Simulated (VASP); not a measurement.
A run of VASP 6.6.1 is set up as follows.

The input INCAR:

```
PREC = Accurate
ENCUT = 520
EDIFF = 1E-6
ISMEAR = 0
SIGMA = 0.05
LREAL = F
LASPH = T
NELM = 150
ALGO = Normal
ISIF = 2
LWAVE = F
LCHARG = T
ISPIN = 2
MAGMOM = 2.5 0
LORBIT = 11
LMAXMIX = 4
LDAU = T
LDAUTYPE = 2
LDAUL = 2 -1
LDAUU = 4 0
LDAUJ = 0 0
LDAUPRINT = 1
GGA = PE
LELF = T
LVHAR = T
NBANDS = 21
```

Contents of KPOINTS:

```
Automatic mesh
0
Gamma
  14 14 14
```

The input POSCAR:

```
WSe
1.0
    0.0000000000      2.6155649628      2.6155649628
    2.6155649628      0.0000000000      2.6155649628
    2.6155649628      2.6155649628      0.0000000000
W Se
1 1
Direct
    0.0000000000      0.0000000000      0.0000000000
    0.5000000000      0.5000000000      0.5000000000
```

Potentials or basis: VASP PAW PBE potentials, release 64 (W_sv, Se).

The run is started by

```console
$ cat potpaw_PBE.64/W_sv/POTCAR potpaw_PBE.64/Se/POTCAR > POTCAR
$ mpirun -np 1 vasp_std > vasp.out
```

(1) Predict the net moment.

(2) What does it give for the pressure?

(3) Predict the site moments.

## Answers

(1) 2.96 μB per cell.

(2) 19.7 GPa.

(3) W +2.51; Se +0.00 μB.

Caveat: the cell stands under pressure.
